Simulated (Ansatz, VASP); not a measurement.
## TaAl5Au in VASP and in Ansatz

```
CELL_PARAMETERS angstrom
4.23534 0.00000 0.00000
0.00000 4.23534 0.00000
0.00000 0.00000 6.76319
ATOMIC_POSITIONS crystal
Ta 0.00000 0.00000 0.00000
Al 0.00000 0.50000 0.27196
Al 0.00000 0.50000 0.72804
Al 0.50000 0.00000 0.27196
Al 0.50000 0.00000 0.72804
Al 0.50000 0.50000 0.00000
Au 0.00000 0.00000 0.50000
```

Change from the starting cell: species swapped into the TiGa5Co type (P4/mmm, No. 123).

Alike in both runs: functional PBE; k mesh 4 × 4 × 4; occupations gaussian, width 0.1 eV; no spin polarisation.

Ansatz relaxed the structure, and its values are those at the end. VASP's run is a single point on that final structure, the one shown.

```csv
,VASP,Ansatz
version,VASP 6.6.1,Ansatz 0.2.0
potentials or method,"VASP PAW PBE potentials, release 64 (Ta_pv, Al, Au), cutoff 520 eV","scalar-relativistic, plane waves, PAW"
valence electrons in the cell,37,47
```

VASP gave:

| Item | Value |
| --- | --- |
| gap on the k mesh at the Fermi level (eV) | none |
| pressure (GPa) | -0.1 |
| rms of the force components (eV/Å) | 0.005 |

**Question.** Estimate Ansatz's values.

**Answer.** gap on the k mesh at the Fermi level (eV): none; pressure (GPa): 0.0; rms of the force components (eV/Å): 0.000.

A gap of «none» marks a metal or a gap that the smearing closes. With one functional, cell and mesh, what is left measures potentials, basis and numerics. VASP's potentials hold 37 valence electrons a cell and Ansatz's 47, so a difference there can come from the potentials and not from the codes.

The k mesh is coarse, so the values compare programs but aren't converged. Neither program's run includes spin-orbit coupling.
